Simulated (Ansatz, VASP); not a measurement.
# One calculation of Ti3H2, two programs

```
CELL_PARAMETERS angstrom
1.47789 0.85326 7.23931
-1.47789 0.85326 7.23931
0.00000 -1.70652 7.23931
ATOMIC_POSITIONS crystal
Ti 0.77951 0.77951 0.77951
Ti 0.22049 0.22049 0.22049
Ti 0.00000 0.00000 0.00000
H 0.38736 0.38736 0.38736
H 0.61264 0.61264 0.61264
```

Alike in both runs: functional PBE; k mesh 6 × 6 × 6; occupations gaussian, width 0.2 eV; no spin polarisation.

Ansatz relaxed the structure, and its values are those at the end. VASP's run is a single point on that final structure, the one shown.

```csv
,VASP,Ansatz
version,VASP 6.6.1,Ansatz 0.2.0
potentials or method,"VASP PAW PBE potentials, release 64 (Ti_sv, H), cutoff 520 eV","scalar-relativistic, plane waves, PAW"
valence electrons in the cell,38,38
```

Ansatz gave:

* gap on the k mesh at the Fermi level (eV): none
* pressure (GPa): -0.2
* rms of the force components (eV/Å): 0.029

Problem. Which values does VASP return?

Solution. gap on the k mesh at the Fermi level (eV): none; pressure (GPa): -0.4; rms of the force components (eV/Å): 0.031.

A gap of «none» marks a metal or a gap that the smearing closes. The functional is the same, so the differences come from potentials, cutoffs and numerics.

The k mesh is coarse, so the values compare programs but aren't converged.
